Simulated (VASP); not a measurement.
# Hf3Ta2F (P6/mmm) in VASP: a series of runs

Runs on Hf3Ta2F. Level: PBE. Tasks: single point.

Everything below comes from runs of VASP 6.6.1. Logs are shortened: lines on timing, memory, paths and dates and some standing lists are left out, and cuts for length are marked.

**1. The cell of the first run**

The structure is hexagonal, space group P6/mmm (No. 191). Conventional cell: a = 5.966 Å, b = 5.966 Å, c = 4.571 Å, α = 90.00°, β = 90.00°, γ = 120.00°. Within 3.8 Å of Hf (site symmetry mmm) lie 4 Ta at 2.86 Å and 4 Hf at 2.98 Å and 4 F at 3.76 Å. Ta (site symmetry -6m2) has 6 Hf at 2.86 Å and 3 F at 3.44 Å and 3 Ta at 3.44 Å within 3.8 Å. F (site symmetry 6/mmm) has 6 Ta at 3.44 Å and 12 Hf at 3.76 Å and 2 F at 4.57 Å within 4.6 Å.

**2. Single point, PBE**

The input, INCAR:

```
PREC     = Accurate       # precision mode
ENCUT    = 600            # plane-wave cutoff, eV
EDIFF    = 1E-6           # SCF threshold, eV
ISMEAR   = 0              # smearing method
SIGMA    = 0.1            # smearing width, eV
LREAL    = False          # projectors in reciprocal space
LASPH    = True           # aspherical terms in the spheres
NELM     = 120            # most SCF steps
ALGO     = Normal         # electronic algorithm
ISIF     = 2              # what is computed and relaxed
LWAVE    = False          # write WAVECAR
LCHARG   = False          # write CHGCAR
GGA      = PE             # functional
NBANDS   = 38             # bands
GGA_COMPAT= False
```

The input, KPOINTS:

```
Automatic mesh
0
Gamma
  6 6 8
```

The input, POSCAR:

```
Hf3Ta2F
1.0
    5.9663231567      0.0000000000      0.0000000000
   -2.9831615783      5.1669874209      0.0000000000
    0.0000000000      0.0000000000      4.5712324999
Hf Ta F
3 2 1
Direct
    0.0000000000      0.5000000000      0.5000000000
    0.5000000000      0.0000000000      0.5000000000
    0.5000000000      0.5000000000      0.5000000000
    0.3333333333      0.6666666667      0.0000000000
    0.6666666667      0.3333333333      0.0000000000
    0.0000000000      0.0000000000      0.0000000000
```

Potentials or basis: VASP PAW PBE potentials, release 64 (Hf_pv, Ta_pv, F).

The run is started by

```console
> cat potpaw_PBE.64/Hf_pv/POTCAR potpaw_PBE.64/Ta_pv/POTCAR potpaw_PBE.64/F/POTCAR > POTCAR
> mpirun -np 1 vasp_std > vasp.out
```

OUTCAR:

```text
PREC = Accurate
   ENCUT = 600
   EDIFF = 1E-6
   ISMEAR = 0
   LREAL = False
   LASPH = True
   NELM = 120
   ISIF = 2
   GGA = PE

 ion  position               nearest neighbor table
   1  0.000  0.500  0.500-   4 2.86   5 2.86   4 2.86   5 2.86   3 2.98   3 2.98   2 2.98   2 2.98

   2  0.500  0.000  0.500-   4 2.86   5 2.86   4 2.86   5 2.86   3 2.98   3 2.98   1 2.98   1 2.98

   3  0.500  0.500  0.500-   4 2.86   5 2.86   4 2.86   5 2.86   2 2.98   2 2.98   1 2.98   1 2.98

   4  0.333  0.667  0.000-   2 2.86   2 2.86   1 2.86   1 2.86   3 2.86   3 2.86   5 3.44   5 3.44
                             5 3.44
   5  0.667  0.333  0.000-   2 2.86   2 2.86   1 2.86   1 2.86   3 2.86   3 2.86   4 3.44   4 3.44
                             4 3.44
   6  0.000  0.000  0.000-

  LATTYP: Found a hexagonal cell.
 ALAT       =     5.9663231567
 C/A-ratio  =     0.7661724616

  Lattice vectors:

 A1 = (   5.9663231567,   0.0000000000,   0.0000000000)
 A2 = (  -2.9831615783,   5.1669874209,   0.0000000000)
 A3 = (   0.0000000000,   0.0000000000,   4.5712324999)

Analysis of symmetry for initial positions (statically):
=====================================================================
 Subroutine PRICEL returns:
 Original cell was already a primitive cell.

 Routine SETGRP: Setting up the symmetry group for a
 hexagonal supercell.

 Subroutine GETGRP returns: Found 24 space group operations
 (whereof 24 operations were pure point group operations)
 out of a pool of 24 trial point group operations.

The static configuration has the point symmetry D_6h.

Analysis of symmetry for dynamics (positions and initial velocities):
=====================================================================
 Subroutine PRICEL returns:
 Original cell was already a primitive cell.

 Routine SETGRP: Setting up the symmetry group for a
 hexagonal supercell.

 Subroutine GETGRP returns: Found 24 space group operations
 (whereof 24 operations were pure point group operations)
 out of a pool of 24 trial point group operations.

The dynamic configuration has the point symmetry D_6h.

 Subroutine INISYM returns: Found 24 space group operations
 (whereof 24 operations are pure point group operations),
 and found     1 'primitive' translations

----------------------------------------------------------------------------------------

                                     Primitive cell

  volume of cell :     140.9216

  direct lattice vectors                    reciprocal lattice vectors
     5.966323157  0.000000000  0.000000000     0.167607415  0.096768186  0.000000000
    -2.983161578  5.166987421  0.000000000     0.000000000  0.193536372  0.000000000
     0.000000000  0.000000000  4.571232500     0.000000000  0.000000000  0.218759383

  length of vectors
     5.966323157  5.966323157  4.571232500     0.193536372  0.193536372  0.218759383

  position of ions in fractional coordinates (direct lattice)
     1.000000000  0.500000000  0.500000000
     0.500000000  0.000000000  0.500000000
     0.500000000  0.500000000  0.500000000
     0.333333333  0.666666667  0.000000000
     0.666666667  0.333333333  0.000000000
     0.000000000  0.000000000  0.000000000

  ion indices of the primitive-cell ions
   primitive index   ion index
                 1           1
                 2           2
                 3           3
                 4           4
                 5           5
                 6           6

----------------------------------------------------------------------------------------

 KPOINTS: Automatic mesh

Automatic generation of k-mesh.
 Grid dimensions read from file:
 generate k-points for:    6    6    8

 Generating k-lattice:

  Cartesian coordinates                     Fractional coordinates (reciprocal lattice)
     0.027934569  0.016128031  0.000000000     0.166666667 -0.000000000  0.000000000
     0.000000000  0.032256062  0.000000000     0.000000000  0.166666667  0.000000000
     0.000000000  0.000000000  0.027344923     0.000000000  0.000000000  0.125000000

  Length of vectors
     0.032256062  0.032256062  0.027344923

  Shift w.r.t. Gamma in fractional coordinates (k-lattice)
     0.000000000  0.000000000  0.000000000

 Subroutine IBZKPT returns following result:
 ===========================================

 Found     35 irreducible k-points:

 Following reciprocal coordinates:
            Coordinates               Weight
  0.000000  0.000000  0.000000      1.000000
  0.166667 -0.000000  0.000000      6.000000
  0.333333 -0.000000  0.000000      6.000000
  0.500000 -0.000000  0.000000      3.000000
  0.166667  0.166667  0.000000      6.000000
  0.333333  0.166667  0.000000     12.000000
[... 16 lines left out ...]
  0.166667 -0.000000  0.375000     12.000000
  0.333333 -0.000000  0.375000     12.000000
 [... further k-points ...]
   k-points           NKPTS =     35   k-points in BZ     NKDIM =     35   number of bands    NBANDS=     38
   number of dos      NEDOS =    301   number of ions     NIONS =      6
   total plane-waves  NPLWV =  92160
   dimension x,y,z NGX =    48 NGY =   48 NGZ =   40
   dimension x,y,z NGXF=    96 NGYF=   96 NGZF=   80
   ions per type =               3   2   1
   NGX,Y,Z   is equivalent  to a cutoff of  13.37, 13.37, 14.55 a.u.
   NGXF,Y,Z  is equivalent  to a cutoff of  26.75, 26.75, 29.09 a.u.
 SYSTEM =  unknown system
   PREC   = accura    normal or accurate (medium, high low for compatibility)
   ISTART =      0    job   : 0-new  1-cont  2-samecut
   ICHARG =      2    charge: 1-file 2-atom 10-const
   ISPIN  =      1    spin polarized calculation?
   LNONCOLLINEAR =      F non collinear calculations
   LSORBIT =      F    spin-orbit coupling
   LASPH  =      T    aspherical Exc in radial PAW
   ENCUT  =  600.0 eV  44.10 Ry    6.64 a.u.  11.92 11.92  9.13*2*pi/ulx,y,z
   NELM   =    120;   NELMIN=  2; NELMDL= -5     # of ELM steps
   EDIFF  = 0.1E-05   stopping-criterion for ELM
   LREAL  =      F    real-space projection
   EDIFFG = 0.1E-04   stopping-criterion for IOM
   NSW    =      0    number of steps for IOM
   IBRION =     -1    ionic relax: 0-MD 1-quasi-New 2-CG
   NFREE  =      0    steps in history (QN), initial steepest desc. (CG)
   ISIF   =      2    stress and relaxation
   ISYM   =      2    0-nonsym 1-usesym 2-fastsym
   POTIM  = 0.5000    time-step for ionic-motion
   TEBEG  =    0.0;   TEEND  =   0.0 temperature during run
   PSTRESS=    0.0 pullay stress
   NELECT =      59.0000    total number of electrons
   NUPDOWN=      -1.0000    fix difference up-down
   EMIN   =  10.00;   EMAX   =-10.00  energy-range for DOS
   EFERMI =   0.00;   METHOD = LEGACY
   ISMEAR =     0;   SIGMA  =   0.10  broadening in eV -4-tet -1-fermi 0-gaus
   EFERMI_NEDOS =   21; number of points for ismear=-14 and -15
   IALGO  =     38    algorithm
   IMIX   =      4    mixing-type and parameters
     AMIX     =   0.40;   BMIX     =  1.00
     AMIX_MAG =   1.60;   BMIX_MAG =  1.00
  volume/ion in A,a.u.               =      23.49       158.50
  Fermi-wavevector in a.u.,A,eV,Ry     =   1.224709  2.314365 20.407553  1.499913
  Thomas-Fermi vector in A             =   2.359774
   LORBIT       =      0    0 simple, 1 ext, 2 COOP (PROOUT), +10 PAW based schemes
   GGA     = PE    functional components
   LHFCALC =     F    Hartree Fock is set to
   AEXX    =    0.0000 exact exchange contribution
   IVDW    =     0    specifies the selected vdW correction
   LEPSILON=     F    determine dielectric tensor
   LRPA    =     F    only Hartree local field effects (RPA)
 non-spin polarized calculation
 Gauss-broadening in eV      SIGMA  =   0.10
  energy-cutoff  :      600.00
  volume of cell :      140.92
 maximum number of plane-waves:      4728
 NGX is ok and might be reduce to    48
   NGX = 23   NGY = 23   NGZ = 19

 number of electron      59.0000002 magnetization

 Free energy of the ion-electron system (eV)
  ---------------------------------------------------
  ext. energy  EPLUGINS =         0.00000000
  ---------------------------------------------------
  free energy    TOTEN  =       -50.22369069 eV

  energy without entropy =      -50.18952327  energy(sigma->0) =      -50.20660698

 E-fermi :   2.6603     XC(G=0): -10.2568

 val. band max:        2.6556860568   @ k =   0.1667   0.1667   0.0000
 cond. band min:       2.6741249187   @ k =   0.5000  -0.0000   0.2500
 fundamental gap:      0.0184388618
 Fermi energy:         2.6602728237

 k-point     1 :       0.0000    0.0000    0.0000
  band No.  band energies     occupation
      1     -31.4426      2.00000
      2     -31.4426      2.00000
      3     -31.3711      2.00000
      4     -31.3667      2.00000
      5     -31.3667      2.00000
      6     -31.2681      2.00000
[... 30 lines left out ...]
     37       6.2511      0.00000
     38       6.3848      0.00000

 k-point     2 :       0.1667   -0.0000    0.0000
  band No.  band energies     occupation
      1     -31.4443      2.00000
      2     -31.4390      2.00000
      3     -31.3705      2.00000
      4     -31.3651      2.00000
      5     -31.3649      2.00000
      6     -31.2742      2.00000
[... 30 lines left out ...]
     37       6.0402      0.00000
     38       6.3155      0.00000

 k-point     3 :       0.3333   -0.0000    0.0000
  band No.  band energies     occupation
      1     -31.4476      2.00000
      2     -31.4303      2.00000
      3     -31.3796      2.00000
      4     -31.3614      2.00000
      5     -31.3495      2.00000
      6     -31.2901      2.00000
[... 30 lines left out ...]
     37       5.9949      0.00000
[... 781 lines left out ...]
 k-point    23 :       0.1667   -0.0000    0.3750
  band No.  band energies     occupation
      1     -31.4718      2.00000
      2     -31.4648      2.00000
      3     -31.3647      2.00000
      4     -31.3563      2.00000
      5     -31.3351      2.00000
      6     -31.2986      2.00000
[... 30 lines left out ...]
     37       5.5342      0.00000
     38       5.7798      0.00000

 k-point    24 :       0.3333   -0.0000    0.3750
  band No.  band energies     occupation
      1     -31.4747      2.00000
      2     -31.4509      2.00000
      3     -31.3811      2.00000
      4     -31.3534      2.00000
      5     -31.3266      2.00000
      6     -31.3024      2.00000
[... 30 lines left out ...]
     37       4.6223      0.00000
     38       5.4031      0.00000

 [... further k-points ...]

------------------------ aborting loop because EDIFF is reached ----------------------------------------

  FORCE on cell =-STRESS in cart. coord.  units (eV):
  Direction    XX          YY          ZZ          XY          YZ          ZX
  --------------------------------------------------------------------------------------
  -------------------------------------------------------------------------------------
  Total       -0.1782105     -0.1782105     -0.3245249     -0.0000000      0.0000000      0.0000000
  in kB       -2.0261260     -2.0261260     -3.6896158     -0.0000000      0.0000000      0.0000000
  external PRESSURE =      -2.5806226 kB  Pullay stress =       0.0000000 kB

 VOLUME and BASIS-vectors are now :
 -----------------------------------------------------------------------------
  energy-cutoff  :      600.00
  volume of cell :      140.92
      direct lattice vectors                 reciprocal lattice vectors
     5.966323157  0.000000000  0.000000000     0.167607415  0.096768186  0.000000000
    -2.983161578  5.166987421  0.000000000     0.000000000  0.193536372  0.000000000
     0.000000000  0.000000000  4.571232500     0.000000000  0.000000000  0.218759383

 POSITION                                       TOTAL-FORCE (eV/Angst)
 -----------------------------------------------------------------------------------
     -1.49158      2.58349      2.28562         0.000000      0.000000      0.000000
      2.98316      0.00000      2.28562         0.000000      0.000000      0.000000
      1.49158      2.58349      2.28562         0.000000      0.000000      0.000000
     -0.00000      3.44466      0.00000         0.000000      0.000000      0.000000
      2.98316      1.72233      0.00000        -0.000000     -0.000000     -0.000000
      0.00000      0.00000      0.00000         0.000000      0.000000      0.000000
 -----------------------------------------------------------------------------------
    total drift:                               -0.000000      0.000000     -0.000000

  FREE ENERGIE OF THE ION-ELECTRON SYSTEM (eV)
  ---------------------------------------------------
  free  energy   TOTEN  =       -50.2236906897 eV

  energy  without entropy=      -50.1895232690  energy(sigma->0) =      -50.20660698
```

Wall time 2.2 min (1 thread of Intel Xeon 6975P-C (Granite Rapids), shared host); peak memory 0.4 GiB.

What came out:

- Free energy: -50.2237 eV
- Pressure: -0.3 GPa
- Band gap on the k mesh: zero (an odd number of electrons rules out a gap without spin polarisation)

Stress tensor (GPa, compression positive):
```
-0.20  0.00  0.00
 0.00 -0.20  0.00
 0.00  0.00 -0.37
```

Caveat: spin-orbit coupling is left out, which moves the levels of the heavy elements.

**3. Single point, PBE, collinear spin**

This run uses another cell than the first one, of 23.37 Å³/atom.

The input, INCAR:

```
SYSTEM = Hf3Ta2F
  PREC = Accurate
  ENCUT = 600
  EDIFF = 1E-6
  ISMEAR = 0
  SIGMA = 0.1
  LREAL = .FALSE.
  LASPH = .TRUE.
  NELM = 200
  ALGO = Normal
  ISIF = 2
  LWAVE = .FALSE.
  LCHARG = .FALSE.
  ISPIN = 2
  MAGMOM = 0 0 0 1 1 0
  LORBIT = 11
  LMAXMIX = 4
  GGA = PE
  NBANDS = 42
  GGA_COMPAT = .FALSE.
```

The input, KPOINTS:

```
Automatic mesh
0
G
  3 3 4
  0 0 0
```

Edit POSCAR of step 2 so:

```diff
@@ -2,5 +2,5 @@
 1.0
-    5.9663231567      0.0000000000      0.0000000000
-   -2.9831615783      5.1669874209      0.0000000000
-    0.0000000000      0.0000000000      4.5712324999
+    5.9452039972      0.0000000000      0.0000000000
+   -2.9726019986      5.1486976922      0.0000000000
+    0.0000000000      0.0000000000      4.5804543455
 Hf Ta F
```

Potentials or basis: VASP PAW PBE potentials, release 64 (Hf_pv, Ta_pv, F).

The run is started by

```console
> cat potpaw_PBE.64/Hf_pv/POTCAR potpaw_PBE.64/Ta_pv/POTCAR potpaw_PBE.64/F/POTCAR > POTCAR
> mpirun -np 1 vasp_std > vasp.out
```

It took 98 s on 1 thread of Intel Xeon 6975P-C (Granite Rapids), shared host; peak memory 0.4 GiB.

Results (log left out):

```
Free energy                                           : -50.1957 eV
Pressure                                              : 0.0 GPa
Net moment                                            : 0.00 μB per cell
Valence electrons inside the program's atomic spheres : Hf 8.49; Ta 8.85; F 5.93
```

Stress tensor (GPa, compression positive):
```
-0.11  0.00  0.00
 0.00 -0.11  0.00
 0.00  0.00  0.07
```

Levels at points of the mesh, in eV from the Fermi level:
Spin up:
```csv
k point,band 28,band 29,band 30,band 31,band 32,band 33
"(0.00, 0.00, 0.00)",-0.86,-0.79,-0.72,0.45,0.45,0.97
"(0.00, 0.00, 0.50)",0.35,0.35,0.36,0.36,0.62,0.78
```
Spin down:
```csv
k point,band 26,band 27,band 28,band 29,band 30,band 31,band 32,band 33,band 34,band 35
"(0.00, 0.00, 0.00)",-1.07,-1.07,-0.86,-0.79,-0.72,0.45,0.45,0.97,0.97,3.10
"(0.00, 0.00, 0.50)",-0.26,-0.26,0.35,0.35,0.36,0.36,0.62,0.78,0.78,1.37
```

Caveat: the k points lie up to 0.41 Å⁻¹ apart; spin-orbit coupling is left out, which moves the levels of the heavy elements.

**4. Single point, PBE, collinear spin**

This run uses another cell than the first one, of 16.16 Å³/atom.

The input, INCAR:

```
PREC = Accurate
ENCUT = 600
EDIFF = 1E-6
ISMEAR = 0
SIGMA = 0.1
LREAL = F
LASPH = T
NELM = 200
ALGO = Normal
ISIF = 2
LWAVE = F
LCHARG = F
ISPIN = 2
MAGMOM = 0 0 0 1 1 0
LORBIT = 11
LMAXMIX = 4
GGA = PE
NBANDS = 42
GGA_COMPAT = F
```

The input, KPOINTS:

```
regular mesh
0
Gamma
  6 6 4
```

The input, POSCAR:

```
Hf3Ta2F
1.0
    5.3527304900      0.0000000000      0.0000000000
   -2.6763652500      4.6356005900      0.0000000000
    0.0000000000      0.0000000000      3.9086775200
Hf Ta F
3 2 1
Direct
    0.0000000000      0.5000000000      0.5000000000
    0.5000000000      0.0000000000      0.5000000000
    0.5000000000      0.5000000000      0.5000000000
    0.3333333300      0.6666666700      0.0000000000
    0.6666666700      0.3333333300      0.0000000000
    0.0000000000      0.0000000000      0.0000000000
```

The run is started by

```console
> cat potpaw_PBE.64/Hf_pv/POTCAR potpaw_PBE.64/Ta_pv/POTCAR potpaw_PBE.64/F/POTCAR > POTCAR
> mpirun -np 1 vasp_std > vasp.out
```

Run time: 2.4 min. Hardware: 1 thread of Intel Xeon 6975P-C (Granite Rapids), shared host; peak memory 0.39 GiB.

Results (log left out):

```yaml
Free_energy: -43.4521 eV
Pressure: 63.8 GPa
Net_moment: 0.00 μB per cell
Valence_electrons_inside_the_program's_atomic_spheres: Hf 9.46; Ta 9.60; F 5.95
```

Stress tensor (GPa, compression positive):
```
50.91  0.00  0.00
 0.00 50.91  0.00
 0.00  0.00 89.47
```

Levels at points of the mesh, in eV from the Fermi level:
Spin up:
| k point | band 27 | band 28 | band 29 | band 30 | band 31 | band 32 |
| --- | --- | --- | --- | --- | --- | --- |
| (0.00, 0.00, 0.00) | -1.61 | -1.56 | -0.13 | 0.74 | 0.89 | 0.89 |
| (0.50, 0.00, 0.00) | -1.49 | -1.34 | -1.09 | -0.81 | 0.39 | 0.87 |
| (0.00, 0.00, 0.50) | -0.78 | 0.05 | 0.05 | 0.44 | 0.44 | 1.13 |
| (0.50, 0.00, 0.50) | -0.93 | -0.82 | -0.32 | -0.27 | 0.34 | 0.48 |
Spin down:
| k point | band 25 | band 26 | band 27 | band 28 | band 29 | band 30 | band 31 | band 32 | band 33 | band 34 |
| --- | --- | --- | --- | --- | --- | --- | --- | --- | --- | --- |
| (0.00, 0.00, 0.00) | -2.59 | -1.62 | -1.62 | -1.56 | -0.13 | 0.74 | 0.89 | 0.89 | 1.03 | 1.03 |
| (0.50, 0.00, 0.00) | -2.16 | -2.12 | -1.49 | -1.34 | -1.09 | -0.81 | 0.39 | 0.86 | 1.58 | 1.61 |
| (0.00, 0.00, 0.50) | -1.10 | -1.10 | -0.78 | 0.05 | 0.05 | 0.44 | 0.44 | 1.13 | 1.13 | 1.34 |
| (0.50, 0.00, 0.50) | -1.80 | -1.22 | -0.93 | -0.82 | -0.32 | -0.27 | 0.34 | 0.48 | 1.21 | 1.46 |

Caveat: the k points lie up to 0.40 Å⁻¹ apart; spin-orbit coupling is left out, which moves the levels of the heavy elements.

**5. Summary**

| spin | cell | k mesh | gap on the mesh (eV) | pressure (GPa) | moment (μB) |
| --- | --- | --- | --- | --- | --- |
| off | a = 5.966, b = 5.966, c = 4.571 Å, angles 90.0, 90.0, 120.0°, 6 atoms | 6 × 6 × 8 | none | -0.3 | - |
| collinear | a = 5.945, b = 5.945, c = 4.580 Å, angles 90.0, 90.0, 120.0°, 6 atoms | 3 × 3 × 4 | none | 0.0 | 0.00 |
| collinear | a = 5.353, b = 5.353, c = 3.909 Å, angles 90.0, 90.0, 120.0°, 6 atoms | 6 × 6 × 4 | none | 63.8 | 0.00 |

Alike in all rows: task single point; level PBE; potentials or basis VASP PAW PBE potentials, release 64 (Hf_pv, Ta_pv, F); cutoff (eV) 600; smearing gaussian 0.1 eV.

Caveats: some runs use coarse meshes; spin-orbit coupling is left out, which moves the levels of the heavy elements.

Total energies depend on the potentials used, so only differences within one code and one set of settings carry meaning.

The gap in the log of VASP goes by the Fermi energy; the results here count the filled bands.